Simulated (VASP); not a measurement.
**Sr4Ta2O: single point with PBE**

Crystal: Sr4Ta2O.

```
Sr Ta O
1.0
     3.61316    0.00000    0.00000
     0.00000    3.61316    0.00000
     0.00000    0.00000   34.07949
Sr Ta O
8 4 2
Direct
  0.00000 0.50000 0.65031
  0.50000 0.00000 0.54992
  0.00000 0.50000 0.86363
  0.50000 0.00000 0.75232
  0.50000 0.00000 0.13637
  0.00000 0.50000 0.24768
  0.50000 0.00000 0.34969
  0.00000 0.50000 0.45008
  0.50000 0.00000 0.93641
  0.00000 0.50000 0.06359
  0.00000 0.50000 0.97573
  0.50000 0.00000 0.02427
  0.50000 0.00000 0.87844
  0.00000 0.50000 0.12156
```

| Item | Value |
| --- | --- |
| Program | VASP 6.6.1 |
| Task | single point |
| Functional | PBE |
| Potentials or basis | VASP PAW PBE potentials, release 64 (Sr_sv, Ta_pv, O) |
| Cutoff | 520 eV |
| k mesh | 5 × 5 × 1 |
| Occupations | gaussian, width 0.2 eV |
| Spin | no spin polarisation |

| Item | Value |
| --- | --- |
| Pressure | 0.3 GPa |
| Largest force | 0.127 eV/Å |
| Band gap on the k mesh | zero (bands 68 and 69 overlap by 0.37 eV) |

Forces in eV/Å, atoms in the order of the input:
```
Sr   0.000  0.000  0.038
Sr   0.000  0.000  0.009
Sr   0.000  0.000 -0.065
Sr   0.000  0.000 -0.006
Sr   0.000  0.000  0.065
Sr   0.000  0.000  0.006
Sr   0.000  0.000 -0.038
Sr   0.000  0.000 -0.009
Ta   0.000  0.000  0.127
Ta   0.000  0.000 -0.127
Ta   0.000  0.000 -0.011
Ta   0.000  0.000  0.011
O    0.000  0.000 -0.017
O    0.000  0.000  0.017
```

Stress tensor (GPa, compression positive):
```
0.16 0.00 0.00
0.00 0.16 0.00
0.00 0.00 0.51
```

Levels at points of the mesh, in eV from the Fermi level:
| k point | band 64 | band 65 | band 66 | band 67 | band 68 | band 69 | band 70 | band 71 | band 72 | band 73 |
| --- | --- | --- | --- | --- | --- | --- | --- | --- | --- | --- |
| (0.00, 0.00, 0.00) | -1.59 | -0.46 | -0.29 | -0.28 | 0.37 | 0.56 | 0.60 | 0.63 | 0.63 | 0.65 |

It took 13 min on 1 thread of Intel(R) Xeon(R) 6975P-C (Granite Rapids), on a shared host, peak memory 0.55 GiB.

Caveat: spin-orbit coupling is left out, which moves the levels of the heavy elements.
